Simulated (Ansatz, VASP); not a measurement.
**Mg: VASP beside Ansatz**

```
Mg
1.0
    -1.48628    1.48628    1.48628
     1.48628   -1.48628    1.48628
     1.48628    1.48628   -1.48628
Mg
1
Direct
  0.00000 0.00000 0.00000
```

Change from the starting cell: volume scaled by 1.02, PAW files.

Alike in both runs: task electric field gradients; functional LDA; k mesh 19 × 19 × 19; occupations fermi-dirac, width 0.03 eV; no spin polarisation.

|  | VASP | Ansatz |
| --- | --- | --- |
| version | VASP 6.6.1 | Ansatz 0.2.0 |
| potentials or method | VASP PAW LDA potentials, release 64 (Mg) | PAW with Ansatz's default frozen-core files, scalar-relativistic |
| plane-wave cutoff (eV) | 520 | 420 |
| valence electrons in the cell | 2 | 10 |

Ansatz gave:

* pressure (GPa): 51.3

Task: Estimate VASP's values.

Result: Pressure (GPa): 51.7.

LDA's correlation is that of Perdew and Zunger in VASP and of Perdew and Wang (1992) in Ansatz. Both programs put the cell under a high pressure, so it lies far from rest at this level. VASP's potentials hold 2 valence electrons a cell and Ansatz's 10, so a difference there can come from the potentials and not from the codes.
